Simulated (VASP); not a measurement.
Crystal: KI.

```
CELL_PARAMETERS angstrom
2.48565 -4.30336 0.00000
2.48565 4.30336 0.00000
0.00000 0.00000 8.67931
ATOMIC_POSITIONS crystal
K 0.50000 0.50000 0.50000
K 0.50000 0.50000 0.00000
I 0.83322 0.16678 0.25000
I 0.16678 0.83322 0.75000
```

| Property | Result |
| --- | --- |
| Program | VASP 6.6.1 |
| Task | relaxation of cell and atoms |
| Functional | LDA |
| Potentials or basis | VASP PAW LDA potentials, release 64 (K_sv, I) |
| Cutoff | 600 eV |
| k mesh | 6 × 6 × 4 |
| Occupations | gaussian, width 0.02 eV |
| Spin | no spin polarisation |

At the start: pressure -1.7 GPa; volume 46.42 Å³/atom.

Question: Where does the relaxation end?

Answer: Over 12 steps the energy falls by 38.9 meV/atom and the volume is 39.90 Å³/atom (-14.0 %); space group P6_3/mmc (No. 194, to 0.1 Å) before and after.

The path:
| step | energy change (eV) | largest force (eV/Å) | pressure (GPa) | volume (Å³) |
| --- | --- | --- | --- | --- |
| 1 | 0.0000 | 0.0009 | -1.66 | 185.68 |
| 2 | -0.1081 | 0.0013 | -1.05 | 173.08 |
| 3 | -0.1543 | 0.0017 | -0.16 | 161.46 |
| 4 | -0.1551 | 0.0017 | 0.02 | 159.54 |
| 5 | -0.1551 | 0.0017 | -0.02 | 160.03 |
| 6 | -0.1553 | 0.0013 | -0.03 | 160.00 |
| 7 | -0.1557 | 0.0001 | -0.02 | 159.89 |
| 8 | -0.1558 | 0.0005 | -0.02 | 159.83 |
| 9 | -0.1558 | 0.0005 | -0.02 | 159.84 |
| 10 | -0.1558 | 0.0002 | -0.03 | 159.86 |
| 11 | -0.1558 | 0.0004 | -0.02 | 159.85 |
| 12 | -0.1558 | 0.0001 | 0.00 | 159.60 |

Final structure:
```
CELL_PARAMETERS angstrom
2.35489 -4.08022 0.00000
2.35489 4.08022 0.00000
0.00000 0.00000 8.30501
ATOMIC_POSITIONS crystal
K 0.50000 0.50000 0.50000
K 0.50000 0.50000 0.00000
I 0.83329 0.16671 0.25000
I 0.16671 0.83329 0.75000
```
